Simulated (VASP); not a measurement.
# Ge5W (P6/mmm) in VASP: notebook, part 2 of 2

VASP 6.6.1. Earlier steps stand in the parts before.

### 3 Single point, PBE

This run uses another cell than the first one, of 17.54 Å³/atom, 0.893 times its volume.

File INCAR:

```
SYSTEM = Ge5W
PREC = Accurate
ENCUT = 520
EDIFF = 1E-6
ISMEAR = 0
SIGMA = 0.1
LREAL = .FALSE.
LASPH = .TRUE.
NELM = 60
ALGO = Normal
ISIF = 2
LWAVE = .FALSE.
LCHARG = .FALSE.
GGA = PE
NBANDS = 51
```

File KPOINTS:

```
Automatic mesh
0
G
  12 12 8
  0 0 0
```

File POSCAR:

```
Ge5W
1.0
    4.8066923642      0.0000000000      0.0000000000
   -2.4033461821      4.1627176956      0.0000000000
    0.0000000000      0.0000000000      5.2589321594
Ge W
5 1
Direct
    0.6666666667      0.3333333333      0.7403425197
    0.0000000000      0.0000000000      0.0000000000
    0.6666666667      0.3333333333      0.2596574803
    0.3333333333      0.6666666667      0.2596574803
    0.3333333333      0.6666666667      0.7403425197
    0.0000000000      0.0000000000      0.5000000000
```

Potentials or basis: VASP PAW PBE potentials, release 64 (Ge_d, W_sv).

Run with:

```console
> cat potpaw_PBE.64/Ge_d/POTCAR potpaw_PBE.64/W_sv/POTCAR > POTCAR
> mpirun -np 1 vasp_std > vasp.out
```

OUTCAR:

```text
SYSTEM = Ge5W
   PREC = Accurate
   ENCUT = 520
   EDIFF = 1E-6
   ISMEAR = 0
   LREAL = .FALSE.
   LASPH = .TRUE.
   NELM = 60
   ISIF = 2
   GGA = PE

 ion  position               nearest neighbor table
   1  0.667  0.333  0.740-   3 2.53   3 2.73   5 2.78   5 2.78   5 2.78   6 3.05   6 3.05   6 3.05

   2  0.000  0.000  0.000-   6 2.63   6 2.63
   3  0.667  0.333  0.260-   1 2.53   1 2.73   4 2.78   4 2.78   4 2.78   6 3.05   6 3.05   6 3.05

   4  0.333  0.667  0.260-   5 2.53   5 2.73   3 2.78   3 2.78   3 2.78   6 3.05   6 3.05   6 3.05

   5  0.333  0.667  0.740-   4 2.53   4 2.73   1 2.78   1 2.78   1 2.78   6 3.05   6 3.05   6 3.05

   6  0.000  0.000  0.500-   2 2.63   2 2.63   3 3.05   4 3.05   5 3.05   1 3.05   1 3.05   3 3.05
                             4 3.05   5 3.05   1 3.05   3 3.05   4 3.05   5 3.05

  LATTYP: Found a hexagonal cell.
 ALAT       =     4.8066923642
 C/A-ratio  =     1.0940854461

  Lattice vectors:

 A1 = (   4.8066923642,   0.0000000000,   0.0000000000)
 A2 = (  -2.4033461821,   4.1627176956,   0.0000000000)
 A3 = (   0.0000000000,   0.0000000000,   5.2589321594)

Analysis of symmetry for initial positions (statically):
=====================================================================
 Subroutine PRICEL returns:
 Original cell was already a primitive cell.

 Routine SETGRP: Setting up the symmetry group for a
 hexagonal supercell.

 Subroutine GETGRP returns: Found 24 space group operations
 (whereof 24 operations were pure point group operations)
 out of a pool of 24 trial point group operations.

The static configuration has the point symmetry D_6h.

Analysis of symmetry for dynamics (positions and initial velocities):
=====================================================================
 Subroutine PRICEL returns:
 Original cell was already a primitive cell.

 Routine SETGRP: Setting up the symmetry group for a
 hexagonal supercell.

 Subroutine GETGRP returns: Found 24 space group operations
 (whereof 24 operations were pure point group operations)
 out of a pool of 24 trial point group operations.

The dynamic configuration has the point symmetry D_6h.

 Subroutine INISYM returns: Found 24 space group operations
 (whereof 24 operations are pure point group operations),
 and found     1 'primitive' translations

----------------------------------------------------------------------------------------

                                     Primitive cell

  volume of cell :     105.2255

  direct lattice vectors                    reciprocal lattice vectors
     4.806692364  0.000000000  0.000000000     0.208043271  0.120113838  0.000000000
    -2.403346182  4.162717696  0.000000000     0.000000000  0.240227677  0.000000000
     0.000000000  0.000000000  5.258932159     0.000000000  0.000000000  0.190152672

  length of vectors
     4.806692364  4.806692364  5.258932159     0.240227677  0.240227677  0.190152672

  position of ions in fractional coordinates (direct lattice)
     0.666666667  0.333333333  0.740342520
     0.000000000  0.000000000  0.000000000
     0.666666667  0.333333333  0.259657480
     0.333333333  0.666666667  0.259657480
     0.333333333  0.666666667  0.740342520
     0.000000000  0.000000000  0.500000000

  ion indices of the primitive-cell ions
   primitive index   ion index
                 1           1
                 2           2
                 3           3
[... 27 lines left out ...]

 Found     95 irreducible k-points:

 Following reciprocal coordinates:
            Coordinates               Weight
  0.000000  0.000000  0.000000      1.000000
  0.083333  0.000000  0.000000      6.000000
  0.166667 -0.000000  0.000000      6.000000
  0.250000 -0.000000  0.000000      6.000000
  0.333333 -0.000000  0.000000      6.000000
  0.416667 -0.000000  0.000000      6.000000
[... 16 lines left out ...]
  0.250000 -0.000000  0.125000     12.000000
  0.333333 -0.000000  0.125000     12.000000
 [... further k-points ...]
   k-points           NKPTS =     95   k-points in BZ     NKDIM =     95   number of bands    NBANDS=     51
   number of dos      NEDOS =    301   number of ions     NIONS =      6
   total plane-waves  NPLWV =  51840
   dimension x,y,z NGX =    36 NGY =   36 NGZ =   40
   dimension x,y,z NGXF=    72 NGYF=   72 NGZF=   80
   ions per type =               5   1
   NGX,Y,Z   is equivalent  to a cutoff of  12.45, 12.45, 12.64 a.u.
   NGXF,Y,Z  is equivalent  to a cutoff of  24.90, 24.90, 25.29 a.u.
 SYSTEM =  Ge5W
   PREC   = accura    normal or accurate (medium, high low for compatibility)
   ISTART =      0    job   : 0-new  1-cont  2-samecut
   ICHARG =      2    charge: 1-file 2-atom 10-const
   ISPIN  =      1    spin polarized calculation?
   LNONCOLLINEAR =      F non collinear calculations
   LSORBIT =      F    spin-orbit coupling
   LASPH  =      T    aspherical Exc in radial PAW
   ENCUT  =  520.0 eV  38.22 Ry    6.18 a.u.   8.94  8.94  9.78*2*pi/ulx,y,z
   NELM   =     60;   NELMIN=  2; NELMDL= -5     # of ELM steps
   EDIFF  = 0.1E-05   stopping-criterion for ELM
   LREAL  =      F    real-space projection
   EDIFFG = 0.1E-04   stopping-criterion for IOM
   NSW    =      0    number of steps for IOM
   IBRION =     -1    ionic relax: 0-MD 1-quasi-New 2-CG
   NFREE  =      0    steps in history (QN), initial steepest desc. (CG)
   ISIF   =      2    stress and relaxation
   ISYM   =      2    0-nonsym 1-usesym 2-fastsym
   POTIM  = 0.5000    time-step for ionic-motion
   TEBEG  =    0.0;   TEEND  =   0.0 temperature during run
   PSTRESS=    0.0 pullay stress
   NELECT =      84.0000    total number of electrons
   NUPDOWN=      -1.0000    fix difference up-down
   EMIN   =  10.00;   EMAX   =-10.00  energy-range for DOS
   EFERMI =   0.00;   METHOD = LEGACY
   ISMEAR =     0;   SIGMA  =   0.10  broadening in eV -4-tet -1-fermi 0-gaus
   EFERMI_NEDOS =   21; number of points for ismear=-14 and -15
   IALGO  =     38    algorithm
   IMIX   =      4    mixing-type and parameters
     AMIX     =   0.40;   BMIX     =  1.00
     AMIX_MAG =   1.60;   BMIX_MAG =  1.00
  volume/ion in A,a.u.               =      17.54       118.35
  Fermi-wavevector in a.u.,A,eV,Ry     =   1.518661  2.869854 31.379561  2.306333
  Thomas-Fermi vector in A             =   2.627752
   LORBIT       =      0    0 simple, 1 ext, 2 COOP (PROOUT), +10 PAW based schemes
   GGA     = PE    functional components
   LHFCALC =     F    Hartree Fock is set to
   AEXX    =    0.0000 exact exchange contribution
   IVDW    =     0    specifies the selected vdW correction
   LEPSILON=     F    determine dielectric tensor
   LRPA    =     F    only Hartree local field effects (RPA)
 non-spin polarized calculation
 Gauss-broadening in eV      SIGMA  =   0.10
  energy-cutoff  :      520.00
  volume of cell :      105.23
 maximum number of plane-waves:      2869
 NGX is ok and might be reduce to    36
   NGX = 17   NGY = 17   NGZ = 19

 number of electron      84.0000056 magnetization

 Free energy of the ion-electron system (eV)
  ---------------------------------------------------
  ext. energy  EPLUGINS =         0.00000000
  ---------------------------------------------------
  free energy    TOTEN  =       -32.63020672 eV

  energy without entropy =      -32.61413832  energy(sigma->0) =      -32.62217252

 E-fermi :   8.0809     XC(G=0): -11.8921

 val. band max:        8.0693172648   @ k =   0.0833   0.0833   0.5000
 cond. band min:       8.0838861361   @ k =   0.1667   0.0833   0.2500
 fundamental gap:      0.0145688713
 Fermi energy:         8.0808536940

 k-point     1 :       0.0000    0.0000    0.0000
  band No.  band energies     occupation
      1     -66.3316      2.00000
      2     -30.5497      2.00000
      3     -30.4812      2.00000
      4     -30.4812      2.00000
      5     -16.9428      2.00000
      6     -16.9428      2.00000
[... 1285 lines left out ...]
     50      11.6859      0.00000
     51      13.4803      0.00000

 [... further k-points ...]
[... 5 lines left out ...]
  --------------------------------------------------------------------------------------
  -------------------------------------------------------------------------------------
  Total        0.0456591      0.0456591      0.0633862      0.0000000     -0.0000000      0.0000000
  in kB        0.6952119      0.6952119      0.9651263      0.0000000     -0.0000000      0.0000000
  external PRESSURE =       0.7851834 kB  Pullay stress =       0.0000000 kB

 VOLUME and BASIS-vectors are now :
 -----------------------------------------------------------------------------
  energy-cutoff  :      520.00
  volume of cell :      105.23
      direct lattice vectors                 reciprocal lattice vectors
     4.806692364  0.000000000  0.000000000     0.208043271  0.120113838  0.000000000
    -2.403346182  4.162717696  0.000000000     0.000000000  0.240227677  0.000000000
     0.000000000  0.000000000  5.258932159     0.000000000  0.000000000  0.190152672

 POSITION                                       TOTAL-FORCE (eV/Angst)
 -----------------------------------------------------------------------------------
      2.40335      1.38757      3.89341        -0.000000      0.000000      0.003198
      0.00000      0.00000      0.00000        -0.000000      0.000000      0.000000
      2.40335      1.38757      1.36552        -0.000000     -0.000000     -0.003198
     -0.00000      2.77515      1.36552         0.000000     -0.000000     -0.003198
     -0.00000      2.77515      3.89341         0.000000     -0.000000      0.003198
      0.00000      0.00000      2.62947        -0.000000      0.000000      0.000000
 -----------------------------------------------------------------------------------
    total drift:                               -0.000000      0.000000     -0.000000

  FREE ENERGIE OF THE ION-ELECTRON SYSTEM (eV)
  ---------------------------------------------------
  free  energy   TOTEN  =       -32.6302067172 eV

  energy  without entropy=      -32.6141383173  energy(sigma->0) =      -32.62217252
```

OSZICAR:

```text
N       E                     dE             d eps       ncg     rms          rms(c)
DAV:   1     0.954740664388E+03    0.95474E+03   -0.39753E+04 11941   0.462E+03
DAV:   2     0.137073029935E+03   -0.81767E+03   -0.79654E+03  9866   0.101E+03
DAV:   3    -0.211909014101E+02   -0.15826E+03   -0.15445E+03 10181   0.253E+02
DAV:   4    -0.335005125444E+02   -0.12310E+02   -0.11898E+02 11833   0.724E+01
DAV:   5    -0.338709008663E+02   -0.37039E+00   -0.36774E+00 11382   0.134E+01    0.142E+01
DAV:   6    -0.333744964816E+02    0.49640E+00   -0.96248E+00 12817   0.158E+01    0.487E+00
DAV:   7    -0.327387983393E+02    0.63570E+00   -0.39239E+00 10994   0.753E+00    0.396E+00
DAV:   8    -0.326331022943E+02    0.10570E+00   -0.40883E-01 11042   0.284E+00    0.869E-01
DAV:   9    -0.326310153769E+02    0.20869E-02   -0.44014E-02 12182   0.101E+00    0.379E-01
DAV:  10    -0.326301768392E+02    0.83854E-03   -0.55233E-03 10745   0.522E-01    0.835E-02
DAV:  11    -0.326302132614E+02   -0.36422E-04   -0.81627E-04 11154   0.174E-01    0.717E-02
DAV:  12    -0.326302025673E+02    0.10694E-04   -0.80768E-05 12262   0.499E-02    0.202E-02
DAV:  13    -0.326302070053E+02   -0.44380E-05   -0.97160E-06  9365   0.243E-02    0.663E-03
DAV:  14    -0.326302067172E+02    0.28810E-06   -0.13043E-06  6486   0.808E-03
   1 F= -.32630207E+02 E0= -.32622173E+02  d E =-.160684E-01
```

stdout:

```text
POSCAR found type information on POSCAR GeW
 POSCAR found :  2 types and       6 ions
 scaLAPACK will be used
 LDA part: xc-table for (Slater+PW92), standard interpolation
 POSCAR, INCAR and KPOINTS ok, starting setup
 FFT: planning ... GRIDC
 FFT: planning ... GRID_SOFT
 FFT: planning ... GRID
 WAVECAR not read
 entering main loop
```

Run time: 4.8 min. Hardware: 1 thread of AMD EPYC 9R45 (Zen 5), shared host; peak memory 0.46 GiB.

What came out:

- Free energy: -32.6302 eV
- Pressure: 0.1 GPa
- Largest force: 0.003 eV/Å
- Band gap on the k mesh: zero (band 42 reaches 8.93 eV, above the bottom of band 43 at 7.16 eV)

Forces on the atoms (eV/Å):
```
Ge   0.000  0.000  0.003
Ge   0.000  0.000  0.000
Ge   0.000  0.000 -0.003
Ge   0.000  0.000 -0.003
Ge   0.000  0.000  0.003
W    0.000  0.000  0.000
```

Levels at points of the mesh, in eV from the Fermi level:
| k point | band 38 | band 39 | band 40 | band 41 | band 42 | band 43 | band 44 | band 45 | band 46 | band 47 |
| --- | --- | --- | --- | --- | --- | --- | --- | --- | --- | --- |
| (0.00, 0.00, 0.00) | -2.79 | -2.06 | -1.74 | -1.74 | -1.38 | -0.31 | -0.31 | 0.64 | 1.02 | 1.02 |
| (0.50, 0.00, 0.00) | -3.05 | -2.47 | -1.57 | -1.21 | 0.62 | 0.93 | 1.21 | 1.49 | 1.78 | 2.28 |
| (0.00, 0.00, 0.50) | -3.49 | -3.49 | -2.41 | -2.41 | -0.04 | -0.04 | 0.13 | 0.26 | 1.70 | 1.70 |
| (0.50, 0.00, 0.50) | -1.99 | -1.10 | -0.93 | 0.59 | 0.80 | 0.87 | 0.93 | 1.09 | 2.43 | 3.15 |

Caveat: spin-orbit coupling is left out, which moves the levels of the heavy elements.
